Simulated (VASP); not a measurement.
# Ti5AlN6 (P4/mmm) in VASP: single point with PBE

Aim: the single point of Ti5AlN6 with PBE.

All numbers are computed with VASP 6.6.1; they aren't measurements. Logs are shortened: lines on timing, memory, paths and dates and some standing lists are left out, and cuts for length are marked.

### 1 The cell of the first run

Symmetry: P4/mmm, No. 123, tetragonal system. Conventional cell: a = 2.981 Å, b = 2.981 Å, c = 12.734 Å, α = 90.00°, β = 90.00°, γ = 90.00°. Within 2.8 Å of Ti (site symmetry 4mm) lie 6 N at 2.09 to 2.17 Å. Within 2.8 Å of Ti (site symmetry 4mm) lie 6 N at 2.11 to 2.19 Å. Within 2.8 Å of Ti (site symmetry 4/mmm) lie 6 N at 2.11 Å. Within 2.7 Å of Al (site symmetry 4/mmm) lie 6 N at 2.04 to 2.11 Å. N (site symmetry 4mm) has 1 Al at 2.04 Å and 5 Ti at 2.11 to 2.19 Å within 2.7 Å. N (site symmetry 4mm) has 6 Ti at 2.09 to 2.11 Å within 2.8 Å. N (site symmetry 4/mmm) has 6 Ti at 2.11 to 2.14 Å within 2.8 Å. N (site symmetry 4/mmm) has 4 Al at 2.11 Å and 2 Ti at 2.17 Å within 2.8 Å.

### 2 Single point, PBE, collinear spin

INCAR reads:

```
PREC = Accurate
ENCUT = 600
EDIFF = 1E-6
ISMEAR = 0
SIGMA = 0.1
LREAL = F
LASPH = T
NELM = 200
ALGO = Normal
ISIF = 2
LWAVE = F
LCHARG = T
ISPIN = 2
MAGMOM = 1 1 1 1 1 0 0 0 0 0 0 0
LORBIT = 11
LMAXMIX = 4
GGA = PE
LELF = T
LVHAR = T
NBANDS = 62
GGA_COMPAT = F
```

KPOINTS reads:

```
Automatic mesh
0
Gamma
  6 6 2
```

POSCAR reads:

```
Ti5AlN6
1.0
    2.9805092000      0.0000000000      0.0000000000
    0.0000000000      2.9805092000      0.0000000000
    0.0000000000      0.0000000000     12.7342438000
Ti Al N
5 1 6
Direct
    0.5000000000      0.5000000000      0.1701970000
    0.0000000000      0.0000000000      0.3316880000
    0.5000000000      0.5000000000      0.5000000000
    0.0000000000      0.0000000000      0.6683120000
    0.5000000000      0.5000000000      0.8298030000
    0.0000000000      0.0000000000      0.0000000000
    0.0000000000      0.0000000000      0.1598570000
    0.5000000000      0.5000000000      0.3341830000
    0.0000000000      0.0000000000      0.5000000000
    0.5000000000      0.5000000000      0.6658170000
    0.0000000000      0.0000000000      0.8401430000
    0.5000000000      0.5000000000      0.0000000000
```

Potentials or basis: VASP PAW PBE potentials, release 64 (Ti_sv, Al, N).

On the command line:

```console
$ cat potpaw_PBE.64/Ti_sv/POTCAR potpaw_PBE.64/Al/POTCAR potpaw_PBE.64/N/POTCAR > POTCAR
$ mpirun -np 1 vasp_std > vasp.out
```

OUTCAR:

```text
PREC = Accurate
   ENCUT = 600
   EDIFF = 1E-6
   ISMEAR = 0
   LREAL = F
   LASPH = T
   NELM = 200
   ISIF = 2
   ISPIN = 2
   LORBIT = 11
   GGA = PE

 ion  position               nearest neighbor table
   1  0.500  0.500  0.170-   8 2.09   7 2.11   7 2.11   7 2.11   7 2.11  12 2.17   6 3.02   6 3.02
                             6 3.02   6 3.02
   2  0.000  0.000  0.332-   8 2.11   8 2.11   8 2.11   8 2.11   9 2.14   7 2.19
   3  0.500  0.500  0.500-   9 2.11   9 2.11   9 2.11   9 2.11  10 2.11   8 2.11
   4  0.000  0.000  0.668-  10 2.11  10 2.11  10 2.11  10 2.11   9 2.14  11 2.19
   5  0.500  0.500  0.830-  10 2.09  11 2.11  11 2.11  11 2.11  11 2.11  12 2.17   6 3.02   6 3.02
                             6 3.02   6 3.02
   6  0.000  0.000  0.000-   7 2.04  11 2.04  12 2.11  12 2.11  12 2.11  12 2.11   5 3.02   5 3.02
                             1 3.02   5 3.02   1 3.02   1 3.02   5 3.02   1 3.02
   7  0.000  0.000  0.160-   6 2.04   1 2.11   1 2.11   1 2.11   1 2.11   2 2.19
   8  0.500  0.500  0.334-   1 2.09   2 2.11   2 2.11   2 2.11   2 2.11   3 2.11
   9  0.000  0.000  0.500-   3 2.11   3 2.11   3 2.11   3 2.11   4 2.14   2 2.14
  10  0.500  0.500  0.666-   5 2.09   4 2.11   4 2.11   4 2.11   4 2.11   3 2.11
  11  0.000  0.000  0.840-   6 2.04   5 2.11   5 2.11   5 2.11   5 2.11   4 2.19
  12  0.500  0.500  0.000-   6 2.11   6 2.11   6 2.11   6 2.11   1 2.17   5 2.17

  LATTYP: Found a simple tetragonal cell.
 ALAT       =     2.9805092000
 C/A-ratio  =     4.2725061208

  Lattice vectors:

 A1 = (   2.9805092000,   0.0000000000,   0.0000000000)
 A2 = (   0.0000000000,   2.9805092000,   0.0000000000)
 A3 = (   0.0000000000,   0.0000000000,  12.7342438000)

Analysis of symmetry for initial positions (statically):
=====================================================================
 Subroutine PRICEL returns:
 Original cell was already a primitive cell.

 Routine SETGRP: Setting up the symmetry group for a
 simple tetragonal supercell.

 Subroutine GETGRP returns: Found 16 space group operations
 (whereof 16 operations were pure point group operations)
 out of a pool of 16 trial point group operations.

The static configuration has the point symmetry D_4h.

Analysis of symmetry for dynamics (positions and initial velocities):
=====================================================================
 Subroutine PRICEL returns:
 Original cell was already a primitive cell.

 Routine SETGRP: Setting up the symmetry group for a
 simple tetragonal supercell.

 Subroutine GETGRP returns: Found 16 space group operations
 (whereof 16 operations were pure point group operations)
 out of a pool of 16 trial point group operations.

The dynamic configuration has the point symmetry D_4h.

Analysis of structural, dynamic, and magnetic symmetry:
=====================================================================
 Subroutine PRICEL returns:
 Original cell was already a primitive cell.

 Routine SETGRP: Setting up the symmetry group for a
 simple tetragonal supercell.

 Subroutine GETGRP returns: Found 16 space group operations
 (whereof 16 operations were pure point group operations)
 out of a pool of 16 trial point group operations.

The overall configuration has the point symmetry D_4h.

 Subroutine INISYM returns: Found 16 space group operations
 (whereof 16 operations are pure point group operations),
 and found     1 'primitive' translations

----------------------------------------------------------------------------------------

                                     Primitive cell

  volume of cell :     113.1238

  direct lattice vectors                    reciprocal lattice vectors
     2.980509200  0.000000000  0.000000000     0.335513140  0.000000000  0.000000000
     0.000000000  2.980509200  0.000000000     0.000000000  0.335513140  0.000000000
     0.000000000  0.000000000 12.734243800     0.000000000  0.000000000  0.078528416

  length of vectors
     2.980509200  2.980509200 12.734243800     0.335513140  0.335513140  0.078528416

[... 92 lines left out ...]
   LASPH  =      T    aspherical Exc in radial PAW
   ENCUT  =  600.0 eV  44.10 Ry    6.64 a.u.   5.95  5.95 25.43*2*pi/ulx,y,z
   NELM   =    200;   NELMIN=  2; NELMDL= -5     # of ELM steps
   EDIFF  = 0.1E-05   stopping-criterion for ELM
   LREAL  =      F    real-space projection
   EDIFFG = 0.1E-04   stopping-criterion for IOM
   NSW    =      0    number of steps for IOM
   IBRION =     -1    ionic relax: 0-MD 1-quasi-New 2-CG
   NFREE  =      0    steps in history (QN), initial steepest desc. (CG)
   ISIF   =      2    stress and relaxation
   ISYM   =      2    0-nonsym 1-usesym 2-fastsym
   POTIM  = 0.5000    time-step for ionic-motion
   TEBEG  =    0.0;   TEEND  =   0.0 temperature during run
   PSTRESS=    0.0 pullay stress
   NELECT =      93.0000    total number of electrons
   NUPDOWN=      -1.0000    fix difference up-down
   EMIN   =  10.00;   EMAX   =-10.00  energy-range for DOS
   EFERMI =   0.00;   METHOD = LEGACY
   ISMEAR =     0;   SIGMA  =   0.10  broadening in eV -4-tet -1-fermi 0-gaus
   EFERMI_NEDOS =   21; number of points for ismear=-14 and -15
   IALGO  =     38    algorithm
   IMIX   =      4    mixing-type and parameters
     AMIX     =   0.40;   BMIX     =  1.00
     AMIX_MAG =   1.60;   BMIX_MAG =  1.00
  volume/ion in A,a.u.               =       9.43        63.62
  Fermi-wavevector in a.u.,A,eV,Ry     =   1.533620  2.898122 32.000774  2.351991
  Thomas-Fermi vector in A             =   2.640662
   LORBIT       =     11    0 simple, 1 ext, 2 COOP (PROOUT), +10 PAW based schemes
   GGA     = PE    functional components
   LHFCALC =     F    Hartree Fock is set to
   AEXX    =    0.0000 exact exchange contribution
   IVDW    =     0    specifies the selected vdW correction
   LEPSILON=     F    determine dielectric tensor
   LRPA    =     F    only Hartree local field effects (RPA)
 spin polarized calculation
 Gauss-broadening in eV      SIGMA  =   0.10
  energy-cutoff  :      600.00
  volume of cell :      113.12
 maximum number of plane-waves:      3808
 NGX is ok and might be reduce to    24
   NGX = 11   NGY = 11   NGZ = 51

 number of electron      92.9999982 magnetization       0.0021817

 number of electron      92.9999982 magnetization      -0.0007219

 Free energy of the ion-electron system (eV)
  ---------------------------------------------------
  ext. energy  EPLUGINS =         0.00000000
  ---------------------------------------------------
  free energy    TOTEN  =      -112.28664072 eV

  energy without entropy =     -112.26110907  energy(sigma->0) =     -112.27387490

 E-fermi :  11.2809     XC(G=0): -12.8538

 val. band max:       11.2786417923   @ k =   0.5000   0.1667   0.5000
 cond. band min:      11.3045348187   @ k =   0.1667   0.0000   0.5000
 fundamental gap:      0.0258930264
 Fermi energy:        11.2809104581

 spin component 1

 k-point     1 :       0.0000    0.0000    0.0000
  band No.  band energies     occupation
      1     -46.5364      1.00000
      2     -46.4940      1.00000
      3     -46.4890      1.00000
      4     -46.3730      1.00000
      5     -46.3620      1.00000
      6     -23.0080      1.00000
[... 1209 lines left out ...]
     57      13.7412      0.00000
     58      13.7792      0.00000
 Fermi energy:        11.2809104581

 spin component 2

 k-point     1 :       0.0000    0.0000    0.0000
  band No.  band energies     occupation
      1     -46.5361      1.00000
      2     -46.4941      1.00000
      3     -46.4891      1.00000
      4     -46.3729      1.00000
      5     -46.3619      1.00000
      6     -23.0078      1.00000
[... 1209 lines left out ...]
     57      13.7410      0.00000
     58      13.7789      0.00000
 [bands above 58 left out]

------------------------ aborting loop because EDIFF is reached ----------------------------------------

  FORCE on cell =-STRESS in cart. coord.  units (eV):
  Direction    XX          YY          ZZ          XY          YZ          ZX
  --------------------------------------------------------------------------------------
  -------------------------------------------------------------------------------------
  Total        0.5220632      0.5220632     -0.4996668      0.0000000     -0.0000000      0.0000000
  in kB        7.3940020      7.3940020     -7.0768007      0.0000000     -0.0000000      0.0000000
  external PRESSURE =       2.5704011 kB  Pullay stress =       0.0000000 kB

 VOLUME and BASIS-vectors are now :
 -----------------------------------------------------------------------------
  energy-cutoff  :      600.00
  volume of cell :      113.12
      direct lattice vectors                 reciprocal lattice vectors
     2.980509200  0.000000000  0.000000000     0.335513140  0.000000000  0.000000000
     0.000000000  2.980509200  0.000000000     0.000000000  0.335513140  0.000000000
     0.000000000  0.000000000 12.734243800     0.000000000  0.000000000  0.078528416

 POSITION                                       TOTAL-FORCE (eV/Angst)
 -----------------------------------------------------------------------------------
      1.49025      1.49025      2.16733         0.000000     -0.000000     -0.065562
      0.00000      0.00000      4.22380        -0.000000      0.000000      0.082728
      1.49025      1.49025      6.36712        -0.000000      0.000000      0.000000
      0.00000      0.00000      8.51045        -0.000000      0.000000     -0.082728
      1.49025      1.49025     10.56691        -0.000000     -0.000000      0.065562
      0.00000      0.00000      0.00000        -0.000000      0.000000      0.000000
      0.00000      0.00000      2.03566        -0.000000      0.000000      0.043902
      1.49025      1.49025      4.25557        -0.000000      0.000000     -0.030457
      0.00000      0.00000      6.36712        -0.000000      0.000000      0.000000
      1.49025      1.49025      8.47868        -0.000000     -0.000000      0.030457
      0.00000      0.00000     10.69859        -0.000000      0.000000     -0.043902
      1.49025      1.49025      0.00000        -0.000000      0.000000      0.000000
 -----------------------------------------------------------------------------------
    total drift:                                0.000000     -0.000000      0.000000

  FREE ENERGIE OF THE ION-ELECTRON SYSTEM (eV)
  ---------------------------------------------------
  free  energy   TOTEN  =      -112.2866407237 eV

  energy  without entropy=     -112.2611090704  energy(sigma->0) =     -112.27387490

 total charge

# of ion       s       p       d       tot
------------------------------------------
    1        2.191   6.237   1.954  10.381
    2        2.181   6.226   1.995  10.402
    3        2.186   6.238   1.968  10.393
    4        2.181   6.226   1.995  10.402
    5        2.191   6.237   1.954  10.381
    6        0.306   0.354   0.000   0.660
    7        1.240   2.516   0.000   3.756
    8        1.246   2.511   0.000   3.756
    9        1.243   2.505   0.000   3.748
   10        1.246   2.511   0.000   3.756
   11        1.240   2.516   0.000   3.756
   12        1.221   2.524   0.000   3.745
--------------------------------------------------
tot         18.672  46.601   9.865  75.137

 magnetization (x)

# of ion       s       p       d       tot
------------------------------------------
    1       -0.000  -0.000  -0.000  -0.000
    2        0.000   0.000   0.000   0.000
    3        0.000   0.000   0.000   0.000
    4        0.000   0.000   0.000   0.000
    5       -0.000  -0.000  -0.000  -0.000
    6       -0.000  -0.000   0.000  -0.000
    7        0.000   0.000   0.000   0.000
    8       -0.000  -0.000   0.000  -0.000
    9       -0.000  -0.000   0.000  -0.000
   10       -0.000  -0.000   0.000  -0.000
   11        0.000   0.000   0.000   0.000
   12        0.000   0.000   0.000   0.000
--------------------------------------------------
tot          0.000   0.000   0.000   0.000
```

Wall time 15 min (1 thread of Intel Xeon 8259CL, shared host); peak memory 0.41 GiB.

What came out:

| Quantity | Value |
| --- | --- |
| Free energy | -112.2866 eV |
| Pressure | 0.3 GPa |
| Largest force | 0.083 eV/Å |
| Net moment | 0.00 μB per cell |
| Valence electrons inside the program's atomic spheres | Ti 10.38, 10.40, 10.39 (each value once); Al 0.66; N 3.76, 3.75 (each value once) |

Forces on the atoms (eV/Å):
```
Ti   0.000  0.000 -0.066
Ti   0.000  0.000  0.083
Ti   0.000  0.000  0.000
Ti   0.000  0.000 -0.083
Ti   0.000  0.000  0.066
Al   0.000  0.000  0.000
N    0.000  0.000  0.044
N    0.000  0.000 -0.030
N    0.000  0.000  0.000
N    0.000  0.000  0.030
N    0.000  0.000 -0.044
N    0.000  0.000  0.000
```
